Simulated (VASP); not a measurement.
Runs of VASP 6.6.1 on SrRu3. The structure is that of space group Pm-3m (No. 221), or close to it. The cells are those of the table. 

| cell | gap on the mesh (eV) | pressure (GPa) |
| --- | --- | --- |
| a = 4.056 Å, 4 atoms | none | (b) |
| a = 4.192 Å, 4 atoms | none | -11.4 |
| a = 4.029 Å, 4 atoms | none | 3.9 |
| a = 4.083 Å, 4 atoms | none | (a) |
| a = 4.047 Å, 4 atoms | none | 1.7 |
| a = 4.341 Å, 4 atoms | none | -18.8 |
| a = 4.109 Å, 4 atoms | none | -4.8 |

Alike in all rows: task single point; level PBEsol; potentials or basis VASP PAW PBE potentials, release 64 (Sr_sv, Ru_pv); no spin polarisation; k mesh 8 × 8 × 8; cutoff (eV) 520; smearing gaussian 0.05 eV.

Question: Fill in the values left out.

Answer: (a) -2.2; (b) 0.7.

Caveats: the PAW data sets were made with another functional, which shifts forces and pressure a little; the cell stands under tension (at least some runs); the cell stands under pressure (at least some runs).

A k mesh can miss the band edges, and the runs leave out spin-orbit coupling on Ru, Sr.

A gap of «none» marks levels without a gap at the run's occupations.
